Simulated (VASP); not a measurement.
The system is AgPdS3.

```xyz
5
Lattice="4.5124 0.0000 0.0000 0.0000 4.5124 0.0000 0.0000 0.0000 4.5124" Properties=species:S:1:pos:R:3 pbc="T T T"
Ag    2.2562    2.2562    2.2562
Pd    0.0000    0.0000    0.0000
S     0.0000    2.2562    2.2562
S     2.2562    0.0000    2.2562
S     2.2562    2.2562    0.0000
```

- Program: VASP 6.6.1
- Task: relaxation of cell and atoms
- Functional: PBE
- Potentials or basis: VASP PAW PBE potentials, release 64 (Ag, Pd, S)
- Cutoff: 600 eV
- k mesh: 4 × 4 × 4
- Occupations: gaussian, width 0.1 eV
- Spin: no spin polarisation

At the start: pressure 15.8 GPa; volume 18.38 Å³/atom.

**Question.** Where does the relaxation end?

**Answer.** Over 3 steps the energy falls by 140.8 meV/atom and the volume is 21.73 Å³/atom (+18.2 %); space group Pm-3m (No. 221, to 0.1 Å) before and after.

Step by step:
| step | energy change (eV) | largest force (eV/Å) | pressure (GPa) | volume (Å³) |
| --- | --- | --- | --- | --- |
| 1 | 0.0000 | 0.0000 | 15.80 | 91.88 |
| 2 | -0.5733 | 0.0000 | -4.09 | 118.15 |
| 3 | -0.7040 | 0.0000 | 0.08 | 108.63 |

Final structure:
```xyz
5
Lattice="4.7714 0.0000 0.0000 0.0000 4.7714 0.0000 0.0000 0.0000 4.7714" Properties=species:S:1:pos:R:3 pbc="T T T"
Ag    2.3857    2.3857    2.3857
Pd    0.0000    0.0000    0.0000
S     0.0000    2.3857    2.3857
S     2.3857    0.0000    2.3857
S     2.3857    2.3857    0.0000
```

Caveat: the volume moved by over 15 % at a fixed basis, so the end points are rough; an odd number of electrons without spin polarisation forces a metal; a magnetic or distorted state may lie lower.
